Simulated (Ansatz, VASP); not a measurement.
Si in VASP and in Ansatz

```
Si
1.0
     0.02715    2.72905    2.72905
     2.72905    0.02715    2.72905
     2.72905    2.72905    0.02715
Si
2
Direct
  0.50000 0.50000 0.50000
  0.75000 0.75000 0.75000
```

Change from the starting cell: equal xy, yz and zx shear strains of +1 %, crystal datasets.

Alike in both runs: task electric field gradients; functional PBE; k mesh 11 × 11 × 11; occupations fermi-dirac, width 0.08 eV; no spin polarisation.

```csv
,VASP,Ansatz
version,VASP 6.6.1,Ansatz 0.2.0
potentials or method,"VASP PAW PBE potentials, release 64 (Si), cutoff 520 eV","all-electron PAW with datasets made for the crystal, scalar-relativistic"
```

Ansatz gave:

| Item | Value |
| --- | --- |
| pressure (GPa) | 2.0 |
| traceless stress, the component that is largest in VASP (GPa) | -1.03 |
| rms of the force components (eV/Å) | 0.095 |
| size of Vzz on the site where it differs most (V/Å²) | 3.9 |

**Question.** What did VASP give for the same quantities?

**Answer.** Pressure (GPa): 2.0; traceless stress, the component that is largest in VASP (GPa): -1.03; rms of the force components (eV/Å): 0.095; size of Vzz on the site where it differs most (V/Å²): 4.0.

Atom by atom the forces differ by 0.001 eV/Å (rms over components). Ansatz ran all-electron here, and VASP with PAW potentials.
